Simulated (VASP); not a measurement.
A run of VASP 6.6.1 is set up as follows.

File POSCAR:

```
Si
1.0
    1.8721823521      1.0809049850      3.4717377103
   -1.8721823521      1.0809049850      3.4717377103
    0.0000000000     -2.1618099699      3.4717377103
Si
2
Direct
    0.2275400000      0.2275400000      0.2275400000
    0.7724600000      0.7724600000      0.7724600000
```

INCAR.step1

```
SYSTEM = Si
PREC = Accurate
ENCUT = 550
ISMEAR = 0
SIGMA = 0.1
LREAL = .FALSE.
LASPH = .TRUE.
NELM = 120
NBANDS = 11
GGA = PE
ALGO = Normal
EDIFF = 1E-5
LWAVE = .TRUE.
LCHARG = .FALSE.
GGA_COMPAT = .FALSE.
```

INCAR.step2

```
SYSTEM = Si
PREC = Accurate
ENCUT = 550
EDIFF = 1E-6
ISMEAR = 0
SIGMA = 0.1
LREAL = .FALSE.
LASPH = .TRUE.
NELM = 120
ALGO = Normal
ISIF = 2
LWAVE = .FALSE.
LCHARG = .FALSE.
METAGGA = R2SCAN
LMIXTAU = .TRUE.
NBANDS = 11
ISTART = 1
GGA_COMPAT = .FALSE.
```

The input KPOINTS:

```
regular mesh
0
G
  6 6 6
  0 0 0
```

Potentials or basis: VASP PAW PBE potentials, release 64 (Si).

The run is started by

```sh
$ cat potpaw_PBE.64/Si/POTCAR > POTCAR
$ cp INCAR.step1 INCAR
$ mpirun -np 1 vasp_std > vasp.out
$ cp INCAR.step2 INCAR
$ mpirun -np 1 vasp_std > vasp.out
```

Estimate the pressure.

-11.7 GPa.

Estimate the largest force.

0.455 eV/Å.

Predict the band gap on the k mesh.

zero (bands 4 and 5 overlap by 2.58 eV).

Forces in eV/Å, atoms in the order of the input:
```
Si   0.000  0.000 -0.455
Si   0.000  0.000  0.455
```

Caveat: the cell stands under tension; the PAW data sets were made with another functional, which shifts forces and pressure a little.
